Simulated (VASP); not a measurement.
A run of VASP 6.6.1:

File POSCAR:

```
ZnS
1.0
    0.0000000000      2.7020000000      2.7020000000
    2.7020000000      0.0000000000      2.7020000000
    2.7020000000      2.7020000000      0.0000000000
Zn S
1 1
Direct
    0.7500000000      0.7500000000      0.7500000000
    0.0000000000      0.0000000000      0.0000000000
```

INCAR.step1

```
SYSTEM = ZnS
ALGO     = Normal         ! electronic algorithm
EDIFF    = 1E-5           ! SCF threshold, eV
ENCUT    = 520            ! plane-wave cutoff, eV
GGA      = PE             ! functional
ISIF     = 2              ! what is computed and relaxed
ISMEAR   = -1             ! smearing method
LASPH    = .True.         ! aspherical terms in the spheres
LREAL    = .False.        ! projectors in reciprocal space
LWAVE    = .True.         ! write WAVECAR
NBANDS   = 16             ! bands
NELM     = 60             ! most SCF steps
PREC     = Accurate       ! precision mode
SIGMA    = 0.05           ! smearing width, eV
```

File INCAR.step2:

```
SYSTEM = ZnS
AEXX     = 0.25           ! exact-exchange fraction
ALGO     = Normal         ! electronic algorithm
EDIFF    = 1E-6           ! SCF threshold, eV
ENCUT    = 520            ! plane-wave cutoff, eV
GGA      = PE             ! functional
HFSCREEN = 0.15           ! screening, 1/A
ISIF     = 2              ! what is computed and relaxed
ISMEAR   = -1             ! smearing method
ISTART   = 1            
LASPH    = .True.         ! aspherical terms in the spheres
LCHARG   = .True.         ! write CHGCAR
LELF     = .True.         ! ELF
LHFCALC  = .True.         ! exact exchange
LREAL    = .False.        ! projectors in reciprocal space
LVHAR    = .True.       
LWAVE    = .False.        ! write WAVECAR
NBANDS   = 16             ! bands
NELM     = 60             ! most SCF steps
PREC     = Accurate       ! precision mode
PRECFOCK = Normal       
SIGMA    = 0.05           ! smearing width, eV
```

KPOINTS

```
k-points
0
Gamma
  5 5 5
  0 0 0
```

Potentials or basis: VASP PAW PBE potentials, release 64 (Zn, S).

Command:

```bash
$ cat potpaw_PBE.64/Zn/POTCAR potpaw_PBE.64/S/POTCAR > POTCAR
$ cp INCAR.step1 INCAR
$ mpirun -np 1 vasp_std > vasp.out
$ cp INCAR.step2 INCAR
$ mpirun -np 1 vasp_std > vasp.out
```

Hardware: 1 thread of Intel(R) Xeon(R) Platinum 8259CL CPU @ 2.50GHz (Skylake/Cascade Lake), on a shared host.

Problem. Estimate the wall time of this run.

Solution. It took 14 min on 1 thread of Intel(R) Xeon(R) Platinum 8259CL CPU @ 2.50GHz (Skylake/Cascade Lake) (shared host), peak memory 0.26 GiB. Counts: k points 10.
